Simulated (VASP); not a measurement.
# BN (hexagonal boron nitride) (P6_3/mmc) in VASP: a series of runs

BN (hexagonal boron nitride) is run at these levels: PBE; tasks: single point, relaxation of cell and atoms.

Program: VASP 6.6.1. These are calculated values, not measurements. Logs are shortened: lines on timing, memory, paths and dates and some standing lists are left out, and cuts for length are marked.

## (1) The cell of the first run

It takes space group P6_3/mmc (No. 194, hexagonal). Conventional cell: a = 2.512 Å, b = 2.512 Å, c = 8.570 Å, α = 90.00°, β = 90.00°, γ = 120.00°. B (site symmetry -6m2) has 3 N at 1.45 Å within 1.9 Å. N (site symmetry -6m2) has 3 B at 1.45 Å within 1.9 Å.

## (2) Single point, PBE

File INCAR:

```
SYSTEM = BN
PREC     = Accurate       ! precision mode
ENCUT    = 520            ! plane-wave cutoff, eV
EDIFF    = 1E-6           ! SCF threshold, eV
ISMEAR   = 0              ! smearing method
SIGMA    = 0.01           ! smearing width, eV
LREAL    = .FALSE.        ! projectors in reciprocal space
LASPH    = .TRUE.         ! aspherical terms in the spheres
NELM     = 80             ! most SCF steps
ALGO     = Normal         ! electronic algorithm
ISIF     = 2              ! what is computed and relaxed
LWAVE    = .FALSE.        ! write WAVECAR
LCHARG   = .FALSE.        ! write CHGCAR
GGA      = PE             ! functional
NBANDS   = 16             ! bands
```

File KPOINTS:

```
regular mesh
0
G
  12 12 4
  0 0 0
```

File POSCAR:

```
BN
1.0
    2.5122280394      0.0000000000      0.0000000000
   -1.2561140197      2.1756533022      0.0000000000
    0.0000000000      0.0000000000      8.5698444833
B N
2 2
Direct
    0.3333333333      0.6666666667      0.2500000000
    0.6666666667      0.3333333333      0.7500000000
    0.6666666667      0.3333333333      0.2500000000
    0.3333333333      0.6666666667      0.7500000000
```

Potentials or basis: VASP PAW PBE potentials, release 64 (B, N).

Launch:

```bash
$ cat potpaw_PBE.64/B/POTCAR potpaw_PBE.64/N/POTCAR > POTCAR
$ mpirun -np 1 vasp_std > vasp.out
```

OUTCAR:

```text
SYSTEM = BN
   PREC = Accurate
   ENCUT = 520
   EDIFF = 1E-6
   ISMEAR = 0
   LREAL = .FALSE.
   LASPH = .TRUE.
   NELM = 80
   ISIF = 2
   GGA = PE

 ion  position               nearest neighbor table
   1  0.333  0.667  0.250-   3 1.45   3 1.45   3 1.45
   2  0.667  0.333  0.750-   4 1.45   4 1.45   4 1.45
   3  0.667  0.333  0.250-   1 1.45   1 1.45   1 1.45
   4  0.333  0.667  0.750-   2 1.45   2 1.45   2 1.45

  LATTYP: Found a hexagonal cell.
 ALAT       =     2.5122280394
 C/A-ratio  =     3.4112526207

  Lattice vectors:

 A1 = (   2.5122280394,   0.0000000000,   0.0000000000)
 A2 = (  -1.2561140197,   2.1756533022,   0.0000000000)
 A3 = (   0.0000000000,   0.0000000000,   8.5698444833)

Analysis of symmetry for initial positions (statically):
=====================================================================
 Subroutine PRICEL returns:
 Original cell was already a primitive cell.

 Routine SETGRP: Setting up the symmetry group for a
 hexagonal supercell.

 Subroutine GETGRP returns: Found 24 space group operations
 (whereof 12 operations were pure point group operations)
 out of a pool of 24 trial point group operations.

The static configuration has the point symmetry D_3d.
 The point group associated with its full space group is D_6h.

Analysis of symmetry for dynamics (positions and initial velocities):
=====================================================================
 Subroutine PRICEL returns:
 Original cell was already a primitive cell.

 Routine SETGRP: Setting up the symmetry group for a
 hexagonal supercell.

 Subroutine GETGRP returns: Found 24 space group operations
 (whereof 12 operations were pure point group operations)
 out of a pool of 24 trial point group operations.

The dynamic configuration has the point symmetry D_3d.
 The point group associated with its full space group is D_6h.

 Subroutine INISYM returns: Found 24 space group operations
 (whereof 12 operations are pure point group operations),
 and found     1 'primitive' translations

----------------------------------------------------------------------------------------

                                     Primitive cell

  volume of cell :      46.8405

  direct lattice vectors                    reciprocal lattice vectors
     2.512228039  0.000000000  0.000000000     0.398053037  0.229816028  0.000000000
    -1.256114020  2.175653302  0.000000000     0.000000000  0.459632056  0.000000000
     0.000000000  0.000000000  8.569844483     0.000000000  0.000000000  0.116688232

  length of vectors
     2.512228039  2.512228039  8.569844483     0.459632056  0.459632056  0.116688232

  position of ions in fractional coordinates (direct lattice)
     0.333333333  0.666666667  0.250000000
     0.666666667  0.333333333  0.750000000
     0.666666667  0.333333333  0.250000000
     0.333333333  0.666666667  0.750000000

  ion indices of the primitive-cell ions
   primitive index   ion index
                 1           1
                 2           2
                 3           3
                 4           4

----------------------------------------------------------------------------------------

 KPOINTS: regular mesh

Automatic generation of k-mesh.
 Grid dimensions read from file:
 generate k-points for:   12   12    4

 Generating k-lattice:

  Cartesian coordinates                     Fractional coordinates (reciprocal lattice)
     0.033171086  0.019151336  0.000000000     0.083333333  0.000000000  0.000000000
     0.000000000  0.038302671  0.000000000     0.000000000  0.083333333  0.000000000
     0.000000000  0.000000000  0.029172058     0.000000000  0.000000000  0.250000000

  Length of vectors
     0.038302671  0.038302671  0.029172058

  Shift w.r.t. Gamma in fractional coordinates (k-lattice)
     0.000000000  0.000000000  0.000000000

 Subroutine IBZKPT returns following result:
 ===========================================

 Found     57 irreducible k-points:

 Following reciprocal coordinates:
            Coordinates               Weight
  0.000000  0.000000  0.000000      1.000000
  0.083333  0.000000  0.000000      6.000000
  0.166667  0.000000  0.000000      6.000000
  0.250000  0.000000  0.000000      6.000000
  0.333333  0.000000  0.000000      6.000000
  0.416667  0.000000  0.000000      6.000000
[... 16 lines left out ...]
  0.250000  0.000000  0.250000     12.000000
  0.333333  0.000000  0.250000     12.000000
 [... further k-points ...]
   k-points           NKPTS =     57   k-points in BZ     NKDIM =     57   number of bands    NBANDS=     16
   number of dos      NEDOS =    301   number of ions     NIONS =      4
   total plane-waves  NPLWV =  25600
   dimension x,y,z NGX =    20 NGY =   20 NGZ =   64
   dimension x,y,z NGXF=    40 NGYF=   40 NGZF=  128
   ions per type =               2   2
   NGX,Y,Z   is equivalent  to a cutoff of  13.23, 13.23, 12.42 a.u.
   NGXF,Y,Z  is equivalent  to a cutoff of  26.47, 26.47, 24.83 a.u.
 SYSTEM =  BN
   PREC   = accura    normal or accurate (medium, high low for compatibility)
   ISTART =      0    job   : 0-new  1-cont  2-samecut
   ICHARG =      2    charge: 1-file 2-atom 10-const
   ISPIN  =      1    spin polarized calculation?
   LNONCOLLINEAR =      F non collinear calculations
   LSORBIT =      F    spin-orbit coupling
   LASPH  =      T    aspherical Exc in radial PAW
   ENCUT  =  520.0 eV  38.22 Ry    6.18 a.u.   4.67  4.67 15.93*2*pi/ulx,y,z
   NELM   =     80;   NELMIN=  2; NELMDL= -5     # of ELM steps
   EDIFF  = 0.1E-05   stopping-criterion for ELM
   LREAL  =      F    real-space projection
   EDIFFG = 0.1E-04   stopping-criterion for IOM
   NSW    =      0    number of steps for IOM
   IBRION =     -1    ionic relax: 0-MD 1-quasi-New 2-CG
   NFREE  =      0    steps in history (QN), initial steepest desc. (CG)
   ISIF   =      2    stress and relaxation
   ISYM   =      2    0-nonsym 1-usesym 2-fastsym
   POTIM  = 0.5000    time-step for ionic-motion
   TEBEG  =    0.0;   TEEND  =   0.0 temperature during run
   PSTRESS=    0.0 pullay stress
   NELECT =      16.0000    total number of electrons
   NUPDOWN=      -1.0000    fix difference up-down
   EMIN   =  10.00;   EMAX   =-10.00  energy-range for DOS
   EFERMI =   0.00;   METHOD = LEGACY
   ISMEAR =     0;   SIGMA  =   0.01  broadening in eV -4-tet -1-fermi 0-gaus
   EFERMI_NEDOS =   21; number of points for ismear=-14 and -15
   IALGO  =     38    algorithm
   IMIX   =      4    mixing-type and parameters
     AMIX     =   0.40;   BMIX     =  1.00
     AMIX_MAG =   1.60;   BMIX_MAG =  1.00
  volume/ion in A,a.u.               =      11.71        79.02
  Fermi-wavevector in a.u.,A,eV,Ry     =   1.144391  2.162585 17.818594  1.309630
  Thomas-Fermi vector in A             =   2.281083
   LORBIT       =      0    0 simple, 1 ext, 2 COOP (PROOUT), +10 PAW based schemes
   GGA     = PE    functional components
   LHFCALC =     F    Hartree Fock is set to
   AEXX    =    0.0000 exact exchange contribution
   IVDW    =     0    specifies the selected vdW correction
   LEPSILON=     F    determine dielectric tensor
   LRPA    =     F    only Hartree local field effects (RPA)
 non-spin polarized calculation
 Gauss-broadening in eV      SIGMA  =   0.01
  energy-cutoff  :      520.00
  volume of cell :       46.84
 maximum number of plane-waves:      1291
 NGX is ok and might be reduce to    20
   NGX =  9   NGY =  9   NGZ = 31

 number of electron      15.9999999 magnetization

 Free energy of the ion-electron system (eV)
  ---------------------------------------------------
  ext. energy  EPLUGINS =         0.00000000
  ---------------------------------------------------
  free energy    TOTEN  =       -35.20739829 eV

  energy without entropy =      -35.20739829  energy(sigma->0) =      -35.20739829

 E-fermi :   0.5645     XC(G=0):  -8.4180

 val. band max:        0.4334431761   @ k =   0.3333   0.3333   0.5000
 cond. band min:       4.7784329998   @ k =   0.0000   0.0000   0.0000
 fundamental gap:      4.3449898237
 Fermi energy:         0.5645457947

 k-point     1 :       0.0000    0.0000    0.0000
  band No.  band energies     occupation
      1     -17.1931      2.00000
      2     -17.1618      2.00000
      3      -5.0116      2.00000
      4      -4.5034      2.00000
      5      -0.9174      2.00000
      6      -0.9174      2.00000
[... 8 lines left out ...]
     15      11.9508      0.00000
     16      12.6737      0.00000

 k-point     2 :       0.0833    0.0000    0.0000
  band No.  band energies     occupation
      1     -17.0601      2.00000
      2     -17.0294      2.00000
      3      -4.8307      2.00000
      4      -4.3287      2.00000
      5      -1.4751      2.00000
      6      -1.4723      2.00000
[... 8 lines left out ...]
     15      12.5259      0.00000
     16      12.5375      0.00000

 k-point     3 :       0.1667    0.0000    0.0000
  band No.  band energies     occupation
      1     -16.6686      2.00000
      2     -16.6399      2.00000
      3      -4.2956      2.00000
      4      -3.8134      2.00000
      5      -2.8805      2.00000
      6      -2.8746      2.00000
[... 8 lines left out ...]
     15      13.0373      0.00000
     16      14.1184      0.00000

 k-point     4 :       0.2500    0.0000    0.0000
  band No.  band energies     occupation
      1     -16.0458      2.00000
      2     -16.0203      2.00000
      3      -4.6557      2.00000
      4      -4.6513      2.00000
      5      -3.4347      2.00000
      6      -2.9892      2.00000
[... 8 lines left out ...]
     15      13.3050      0.00000
     16      16.3725      0.00000
[... 324 lines left out ...]
 k-point    22 :       0.1667    0.0000    0.2500
  band No.  band energies     occupation
      1     -16.6644      2.00000
      2     -16.6440      2.00000
      3      -4.2306      2.00000
      4      -3.8905      2.00000
      5      -2.8788      2.00000
      6      -2.8748      2.00000
[... 8 lines left out ...]
     15      13.7331      0.00000
     16      14.1202      0.00000

 k-point    23 :       0.2500    0.0000    0.2500
  band No.  band energies     occupation
      1     -16.0421      2.00000
      2     -16.0240      2.00000
      3      -4.6554      2.00000
      4      -4.6524      2.00000
      5      -3.3733      2.00000
      6      -3.0588      2.00000
[... 8 lines left out ...]
     15      14.3316      0.00000
     16      16.3711      0.00000

 k-point    24 :       0.3333    0.0000    0.2500
  band No.  band energies     occupation
      1     -15.2575      2.00000
      2     -15.2428      2.00000
      3      -6.4224      2.00000
      4      -6.4191      2.00000
      5      -3.1394      2.00000
      6      -3.1366      2.00000
[... 8 lines left out ...]
     15      15.3780      0.00000
     16      17.7141      0.00000

 [... further k-points ...]
[... 5 lines left out ...]
  --------------------------------------------------------------------------------------
  -------------------------------------------------------------------------------------
  Total        0.0297970      0.0297970     -0.0333766      0.0000000     -0.0000000      0.0000000
  in kB        1.0192064      1.0192064     -1.1416459      0.0000000     -0.0000000      0.0000000
  external PRESSURE =       0.2989223 kB  Pullay stress =       0.0000000 kB

 VOLUME and BASIS-vectors are now :
 -----------------------------------------------------------------------------
  energy-cutoff  :      520.00
  volume of cell :       46.84
      direct lattice vectors                 reciprocal lattice vectors
     2.512228039  0.000000000  0.000000000     0.398053037  0.229816028  0.000000000
    -1.256114020  2.175653302  0.000000000     0.000000000  0.459632056  0.000000000
     0.000000000  0.000000000  8.569844483     0.000000000  0.000000000  0.116688232

 POSITION                                       TOTAL-FORCE (eV/Angst)
 -----------------------------------------------------------------------------------
     -0.00000      1.45044      2.14246        -0.000000     -0.000000      0.000000
      1.25611      0.72522      6.42738         0.000000      0.000000      0.000000
      1.25611      0.72522      2.14246        -0.000000      0.000000      0.000000
     -0.00000      1.45044      6.42738         0.000000     -0.000000      0.000000
 -----------------------------------------------------------------------------------
    total drift:                                0.000000     -0.000000      0.000000

  FREE ENERGIE OF THE ION-ELECTRON SYSTEM (eV)
  ---------------------------------------------------
  free  energy   TOTEN  =       -35.2073982895 eV

  energy  without entropy=      -35.2073982895  energy(sigma->0) =      -35.20739829
```

It took 53 s on 1 thread of Intel Xeon 6975P-C, shared host; peak memory 0.18 GiB.

Results:

```
Free energy            : -35.2074 eV
Pressure               : 0.0 GPa
Band gap on the k mesh : 4.34 eV, indirect (least direct gap 4.66 eV)
```

Stress tensor (GPa, compression positive):
```
 0.10  0.00  0.00
 0.00  0.10  0.00
 0.00  0.00 -0.11
```

Caveat: this functional lacks dispersion, which binds the layers, so the pressure and a relaxed spacing across them are unreliable.

## (3) Relaxation of cell and atoms, PBE

This run uses another cell than the first one, of 9.04 Å³/atom, 0.772 times its volume.

File INCAR:

```
PREC     = Accurate       # precision mode
ENCUT    = 600            # plane-wave cutoff, eV
EDIFF    = 1E-6           # SCF threshold, eV
ISMEAR   = 0              # smearing method
SIGMA    = 0.01           # smearing width, eV
LREAL    = False          # projectors in reciprocal space
LASPH    = True           # aspherical terms in the spheres
NELM     = 100            # most SCF steps
ALGO     = Normal         # electronic algorithm
ISIF     = 3              # what is computed and relaxed
LWAVE    = False          # write WAVECAR
LCHARG   = False          # write CHGCAR
GGA      = PE             # functional
IBRION   = 2              # ionic algorithm
NSW      = 80             # ionic steps
EDIFFG   = -0.002         # ionic threshold
```

File KPOINTS:

```
regular mesh
0
Gamma
  12 12 4
```

File POSCAR:

```
BN
1.0
    2.5040000000      0.0000000000      0.0000000000
   -1.2520000000      2.1685276111      0.0000000000
    0.0000000000      0.0000000000      6.6610000000
B N
2 2
Direct
    0.3333333333      0.6666666667      0.2500000000
    0.6666666667      0.3333333333      0.7500000000
    0.6666666667      0.3333333333      0.2500000000
    0.3333333333      0.6666666667      0.7500000000
```

Potentials or basis: VASP PAW PBE potentials, release 64 (B, N).

Launch:

```bash
$ cat potpaw_PBE.64/B/POTCAR potpaw_PBE.64/N/POTCAR > POTCAR
$ mpirun -np 1 vasp_std > vasp.out
```

It took 8.3 min on 1 thread of Intel Xeon 6975P-C, shared host; peak memory 0.17 GiB.

It converged, with:

```
Free energy                            : -35.2005 eV
Relaxed volume                         : 10.45 Å³/atom
Relaxed cell                           : a = 2.512 Å, b = 2.512 Å, c = 7.650 Å, α = 90.00°, β = 90.00°, γ = 120.00°
Space group after relaxing (to 0.05 Å) : P6_3/mmc (No. 194)
Energy gained by relaxing              : 9.8 meV/atom
Ionic steps                            : 24
Pressure after relaxing                : 0.0 GPa
Band gap on the k mesh                 : 4.47 eV, indirect (least direct gap 4.65 eV)
```

The path:
| step | energy change (eV) | largest force (eV/Å) | pressure (GPa) | volume (Å³) |
| --- | --- | --- | --- | --- |
| 1 | 0.0000 | 0.0000 | 3.23 | 36.17 |
| 2 | 0.0029 | 0.0000 | -3.52 | 37.13 |
| 3 | -0.0042 | 0.0000 | 0.21 | 36.58 |
| 4 | -0.0083 | 0.0000 | 0.19 | 36.86 |
| 5 | -0.0186 | 0.0000 | 0.23 | 37.67 |
| 6 | -0.0320 | 0.0000 | 0.35 | 39.30 |
| 7 | -0.0382 | 0.0000 | 0.62 | 42.54 |
| 8 | -0.0390 | 0.0000 | 0.55 | 41.62 |
| 9 | -0.0198 | 0.0000 | -5.32 | 43.07 |
| 10 | -0.0392 | 0.0000 | -0.01 | 41.75 |
| 11 | -0.0392 | 0.0000 | -0.01 | 41.75 |
| 12 | -0.0343 | 0.0000 | -2.74 | 42.41 |
| 13 | -0.0392 | 0.0000 | -0.02 | 41.76 |
| 14 | -0.0392 | 0.0000 | 0.37 | 41.73 |
| 15 | -0.0392 | 0.0000 | 0.03 | 41.75 |
| 16 | -0.0392 | 0.0000 | 0.02 | 41.75 |
| 17 | -0.0392 | 0.0000 | 0.01 | 41.77 |
| 18 | -0.0392 | 0.0000 | -0.09 | 41.84 |
| 19 | -0.0392 | 0.0000 | -0.07 | 41.83 |
| 20 | -0.0392 | 0.0000 | -0.03 | 41.80 |
| 21 | -0.0392 | 0.0000 | -0.04 | 41.82 |
| 22 | -0.0392 | 0.0000 | -0.06 | 41.82 |
| 23 | -0.0392 | 0.0000 | 0.03 | 41.81 |
| 24 | -0.0392 | 0.0000 | 0.01 | 41.82 |

Final structure:
```
CELL_PARAMETERS angstrom
2.51222 0.00000 0.00000
-1.25611 2.17565 0.00000
0.00000 0.00000 7.65049
ATOMIC_POSITIONS crystal
B 0.33333 0.66667 0.25000
B 0.66667 0.33333 0.75000
N 0.66667 0.33333 0.25000
N 0.33333 0.66667 0.75000
```

Levels at points of the mesh, in eV from the valence-band top:
| k point | band 5 | band 6 | band 7 | band 8 | band 9 | band 10 | band 11 | band 12 |
| --- | --- | --- | --- | --- | --- | --- | --- | --- |
| (0.00, 0.00, 0.00) | -1.35 | -1.35 | -1.34 | -1.34 | 4.62 | 8.66 | 11.01 | 11.50 |
| (0.50, 0.00, 0.00) | -4.12 | -4.11 | -1.12 | -0.68 | 4.47 | 5.17 | 9.40 | 9.88 |
| (0.00, 0.00, 0.50) | -1.34 | -1.34 | -1.34 | -1.34 | 6.26 | 6.26 | 11.52 | 11.52 |
| (0.50, 0.00, 0.50) | -4.11 | -4.11 | -0.90 | -0.90 | 4.75 | 4.75 | 9.73 | 9.73 |

Caveat: the volume moved by over 15 % at a fixed basis, so the end points are rough; this functional lacks dispersion, which binds the layers, so the pressure and a relaxed spacing across them are unreliable.
